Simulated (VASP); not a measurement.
# Al2Au (Imm2) in VASP: a series of runs

Runs on Al2Au. Level: LDA. Tasks: single point.

Program: VASP 6.6.1. These are calculated values, not measurements. Logs are shortened: lines on timing, memory, paths and dates and some standing lists are left out, and cuts for length are marked.

## (1) The cell of the first run

The structure is orthorhombic, space group Imm2 (No. 44). Conventional cell: a = 4.243 Å, b = 4.243 Å, c = 6.090 Å, α = 90.00°, β = 90.00°, γ = 90.00°. Au (site symmetry mm2) has 8 Al at 2.59 to 2.64 Å within 3.4 Å. Within 3.4 Å of Al (site symmetry mm2) lie 4 Au at 2.61 Å and 6 Al at 3.00 to 3.09 Å. Al (site symmetry mm2) has 4 Au at 2.59 to 2.64 Å and 6 Al at 3.00 to 3.09 Å within 3.4 Å.

## (2) Single point, LDA, non-collinear spin, zero start, spin-orbit coupling (last atom moved by 0.04 Å along z, cell strained by +1.5% along z)

INCAR reads:

```
GGA = CA ; LSORBIT = True
MAGMOM = 0 0 0 0 0 0 0 0 0 ; LORBIT = 11
ISMEAR = 1 ; SIGMA = 0.05
LWAVE = False ; LCHARG = False
ISIF = 2 ; PREC = Accurate
LASPH = True ; LREAL = False
ALGO = Normal ; EDIFF = 1E-8
NELM = 200 ; GGA_COMPAT = False
ENCUT = 540 ; LMAXMIX = 4
KPAR = 4
```

KPOINTS reads:

```
Automatic mesh
0
Gamma
  15 15 15
  0 0 0
```

POSCAR reads:

```
Al2Au
1.0
    0.0000000000      3.0000000000      3.0450000000
    3.0000000000      0.0000000000      3.0450000000
    3.0000000000      3.0000000000      0.0000000000
Au Al
1 2
Direct
    0.0000000000      0.0000000000      0.0000000000
    0.7500000000      0.7500000000      0.7500000000
    0.2566666700      0.2566666700      0.2433333300
```

Potentials or basis: VASP PAW LDA potentials, release 64 (Au, Al).

Launch:

```bash
$ cat potpaw_LDA.64/Au/POTCAR potpaw_LDA.64/Al/POTCAR > POTCAR
$ mpirun -np 4 vasp_ncl > vasp.out
```

OUTCAR:

```text
GGA = CA
   LSORBIT = True
   LORBIT = 11
   ISMEAR = 1
   ISIF = 2
   PREC = Accurate
   LASPH = True
   LREAL = False
   EDIFF = 1E-8
   NELM = 200
   ENCUT = 540

 ion  position               nearest neighbor table
   1  0.000  0.000  0.000-   3 2.59   3 2.59   2 2.61   2 2.61   2 2.61   2 2.61   3 2.64   3 2.64

   2  0.750  0.750  0.750-   1 2.61   1 2.61   1 2.61   1 2.61   3 3.00   3 3.00   3 3.00   3 3.00
                             3 3.00   3 3.09
   3  0.257  0.257  0.243-   1 2.59   1 2.59   1 2.64   1 2.64   2 3.00   2 3.00   2 3.00   2 3.00
                             2 3.00   2 3.09

  LATTYP: Found a body centered tetragonal cell.
 ALAT       =     4.2426406871
 C/A-ratio  =     1.4354267658

  Lattice vectors:

 A1 = (  -3.0000000000,   0.0000000000,   3.0450000000)
 A2 = (   3.0000000000,   0.0000000000,   3.0450000000)
 A3 = (   0.0000000000,   3.0000000000,  -3.0450000000)

Analysis of symmetry for initial positions (statically):
=====================================================================
 Subroutine PRICEL returns:
 Original cell was already a primitive cell.

 Routine SETGRP: Setting up the symmetry group for a
 body centered tetragonal supercell.

 Subroutine GETGRP returns: Found  4 space group operations
 (whereof  4 operations were pure point group operations)
 out of a pool of 16 trial point group operations.

The static configuration has the point symmetry C_2v.

Analysis of symmetry for dynamics (positions and initial velocities):
=====================================================================
 Subroutine PRICEL returns:
 Original cell was already a primitive cell.

 Routine SETGRP: Setting up the symmetry group for a
 body centered tetragonal supercell.

 Subroutine GETGRP returns: Found  4 space group operations
 (whereof  4 operations were pure point group operations)
 out of a pool of 16 trial point group operations.

The dynamic configuration has the point symmetry C_2v.

Analysis of structural, dynamic, and magnetic symmetry:
=====================================================================
 Subroutine PRICEL returns:
 Original cell was already a primitive cell.

 Routine SETGRP: Setting up the symmetry group for a
 body centered tetragonal supercell.
[... 826 lines left out ...]
  -------------------------------------------------------------------------------------
  Total       -1.4277296     -1.4277296     -1.7570663     -0.2223590      0.0000000      0.0000000
  in kB      -41.7346463    -41.7346463    -51.3616441     -6.4998815      0.0000000      0.0000000
  external PRESSURE =     -44.9436455 kB  Pullay stress =       0.0000000 kB

 VOLUME and BASIS-vectors are now :
 -----------------------------------------------------------------------------
  energy-cutoff  :      540.00
  volume of cell :       54.81
      direct lattice vectors                 reciprocal lattice vectors
     0.000000000  3.000000000  3.045000000    -0.166666667  0.166666667  0.164203612
     3.000000000  0.000000000  3.045000000     0.166666667 -0.166666667  0.164203612
     3.000000000  3.000000000  0.000000000     0.166666667  0.166666667 -0.164203612

 POSITION                                       TOTAL-FORCE (eV/Angst)
 -----------------------------------------------------------------------------------
      0.00000      0.00000      0.00000         0.000000      0.000000      0.148795
      4.50000      4.50000      4.56750        -0.000000     -0.000000      0.044589
      1.50000      1.50000      1.56310        -0.000000     -0.000000     -0.193385
 -----------------------------------------------------------------------------------
    total drift:                                0.000000      0.000000     -0.000027

  FREE ENERGIE OF THE ION-ELECTRON SYSTEM (eV)
  ---------------------------------------------------
  free  energy   TOTEN  =       -14.6374361019 eV

  energy  without entropy=      -14.6373891822  energy(sigma->0) =      -14.63742046

 Spin-Orbit-Coupling matrix elements

 Ion:    1  E_soc:     -0.7711500
 l=   1
     0.0000000    -0.0597715    -0.0598123
    -0.0597715     0.0000000    -0.0597715
    -0.0598123    -0.0597715     0.0000000
 l=   2
     0.0000000    -0.0140818     0.0000000    -0.0140818    -0.0543616
    -0.0140818     0.0000000    -0.0410751    -0.0141942    -0.0136751
     0.0000000    -0.0410751     0.0000000    -0.0410751     0.0000000
    -0.0140818    -0.0141942    -0.0410751     0.0000000    -0.0136751
    -0.0543616    -0.0136751     0.0000000    -0.0136751     0.0000000
 l=   3
     0.0000000     0.0000000     0.0000000     0.0000000     0.0000000     0.0000000     0.0000000
     0.0000000     0.0000000     0.0000000     0.0000000     0.0000000     0.0000000     0.0000000
     0.0000000     0.0000000     0.0000000     0.0000000     0.0000000     0.0000000     0.0000000
     0.0000000     0.0000000     0.0000000     0.0000000     0.0000000     0.0000000     0.0000000
[... 29 lines left out ...]
 l=   2
     0.0000000     0.0000000     0.0000000     0.0000000     0.0000000
     0.0000000     0.0000000     0.0000000     0.0000000     0.0000000
     0.0000000     0.0000000     0.0000000     0.0000000     0.0000000
     0.0000000     0.0000000     0.0000000     0.0000000     0.0000000
     0.0000000     0.0000000     0.0000000     0.0000000     0.0000000
 l=   3
     0.0000000     0.0000000     0.0000000     0.0000000     0.0000000     0.0000000     0.0000000
     0.0000000     0.0000000     0.0000000     0.0000000     0.0000000     0.0000000     0.0000000
     0.0000000     0.0000000     0.0000000     0.0000000     0.0000000     0.0000000     0.0000000
     0.0000000     0.0000000     0.0000000     0.0000000     0.0000000     0.0000000     0.0000000
     0.0000000     0.0000000     0.0000000     0.0000000     0.0000000     0.0000000     0.0000000
     0.0000000     0.0000000     0.0000000     0.0000000     0.0000000     0.0000000     0.0000000
     0.0000000     0.0000000     0.0000000     0.0000000     0.0000000     0.0000000     0.0000000

 total charge

# of ion       s       p       d       tot
------------------------------------------
    1        0.754   0.704   8.535   9.993
    2        0.402   0.356   0.000   0.759
    3        0.402   0.357   0.000   0.759
--------------------------------------------------
tot          1.559   1.417   8.535  11.510

 magnetization (x)

# of ion       s       p       d       tot
------------------------------------------
    1        0.000   0.000   0.000   0.000
    2        0.000   0.000   0.000   0.000
    3        0.000   0.000   0.000   0.000
--------------------------------------------------
tot          0.000   0.000   0.000   0.000

 magnetization (y)

# of ion       s       p       d       tot
------------------------------------------
    1       -0.000   0.000   0.000   0.000
    2        0.000  -0.000   0.000  -0.000
    3        0.000  -0.000   0.000  -0.000
--------------------------------------------------
tot         -0.000  -0.000   0.000  -0.000

 magnetization (z)

# of ion       s       p       d       tot
------------------------------------------
    1        0.000   0.000   0.000   0.000
    2        0.000   0.000   0.000   0.000
    3        0.000   0.000   0.000   0.000
--------------------------------------------------
tot          0.000   0.000   0.000   0.000
```

Wall time 4.7 min (4 MPI ranks of Intel Xeon 6975P-C (Granite Rapids), shared host); peak memory 1.7 GiB.

What came out:

* Free energy: -14.6374 eV
* Pressure: -4.5 GPa
* Largest force: 0.193 eV/Å
* Net moment: 0.00 μB per cell
* Valence electrons inside the program's atomic spheres: Au 9.99; Al 0.76

Forces in eV/Å, atoms in the order of the input:
```
Au   0.000  0.000  0.149
Al   0.000  0.000  0.045
Al   0.000  0.000 -0.193
```

Stress tensor (GPa, compression positive):
```
-4.17 -0.65  0.00
-0.65 -4.17  0.00
 0.00  0.00 -5.14
```

Moments on the atoms (μB; x, y, z):
```
Au  0.00 0.00 0.00
Al  0.00 0.00 0.00
Al  0.00 0.00 0.00
```

Caveat: the cell differs from its parent crystal (last atom moved by 0.04 Å along z, cell strained by +1.5% along z); the cell stands under tension.

## (3) Single point, LDA, non-collinear spin, zero start, spin-orbit coupling (last atom moved by 0.04 Å along z, cell strained by +1.5% along z)

INCAR reads:

```
GGA = CA ; LSORBIT = True
MAGMOM = 0 0 0 0 0 0 0 0 0 ; LORBIT = 11
ISMEAR = 1 ; SIGMA = 0.2
LWAVE = False ; LCHARG = False
ISIF = 2 ; PREC = SingleN
LASPH = True ; LREAL = False
ALGO = Normal ; EDIFF = 1E-4
NELM = 200 ; GGA_COMPAT = False
ENCUT = 430 ; LMAXMIX = 4
KPAR = 4
```

KPOINTS is that of step 2.

POSCAR is that of step 2.

Potentials or basis: VASP PAW LDA potentials, release 64 (Au, Al).

Launch:

```bash
$ cat potpaw_LDA.64/Au/POTCAR potpaw_LDA.64/Al/POTCAR > POTCAR
$ mpirun -np 4 vasp_ncl > vasp.out
```

Run time: 85 s. Hardware: 4 MPI ranks of Intel Xeon 6975P-C (Granite Rapids), shared host; peak memory 1.2 GiB.

It converged, with:

```yaml
Free_energy: -14.6379 eV
Pressure: -4.5 GPa
Largest_force: 0.191 eV/Å
Net_moment: 0.00 μB per cell
Valence_electrons_inside_the_program's_atomic_spheres: Au 9.99; Al 0.76
```

Forces on the atoms (eV/Å):
```
Au   0.000  0.000  0.150
Al   0.000  0.000  0.042
Al   0.000  0.000 -0.191
```

Stress tensor (GPa, compression positive):
```
-4.21 -0.65  0.00
-0.65 -4.21  0.00
 0.00  0.00 -5.06
```

Moments on the atoms (μB; x, y, z):
```
Au  0.00 0.00 0.00
Al  0.00 0.00 0.00
Al  0.00 0.00 0.00
```

Caveat: the cell differs from its parent crystal (last atom moved by 0.04 Å along z, cell strained by +1.5% along z); the cell stands under tension.
